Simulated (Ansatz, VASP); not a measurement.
CuO: VASP and Ansatz over several settings

```
Cu O
1.0
     2.37267   -1.73382    0.00000
     2.37267    1.73382    0.00000
    -0.86121    0.00000    5.12443
Cu O
2 2
Direct
  0.50000 0.00000 0.50000
  0.00000 0.50000 0.00000
  0.41840 0.58160 0.75000
  0.58160 0.41840 0.25000
```

Single points on this cell with VASP 6.6.1 and Ansatz 0.2.0. Each row is one pair of runs. Alike in all rows: spin: off; k mesh: 10 × 10 × 5; smearing: fermi-dirac, width 0.05 eV; VASP's potentials, cutoff: VASP PAW PBE potentials, release 64 (Cu, O), 520 eV.

```csv
level,"Ansatz's potentials, cutoff","gap on the k mesh at the Fermi level (eV), VASP","gap on the k mesh at the Fermi level (eV), Ansatz","pressure (GPa), VASP","pressure (GPa), Ansatz","rms of the force components (eV/Å), VASP","rms of the force components (eV/Å), Ansatz"
PBEsol+D4,"Ansatz PAW, 420 eV",none,none,-10.7,-11.3,0.177,0.192
revPBE,"Ansatz PAW, 420 eV",none,none,3.5,2.8,0.117,0.133
RPBE+D3(BJ),"Ansatz PAW, 420 eV",none,none,-16.6,-17.3,0.087,0.103
r2SCAN+D4,"Ansatz PAW, 500 eV",none,none,-8.5,-9.3,0.147,0.163
```

Pressure (GPa): the two programs differ by at most 0.79; rms of the force components (eV/Å): the two programs differ by at most 0.0165.

VASP's potentials hold 34 valence electrons a cell and Ansatz's 50, so a difference there can come from the potentials and not from the codes.

A gap of «none» marks a metal or a gap that the smearing closes.
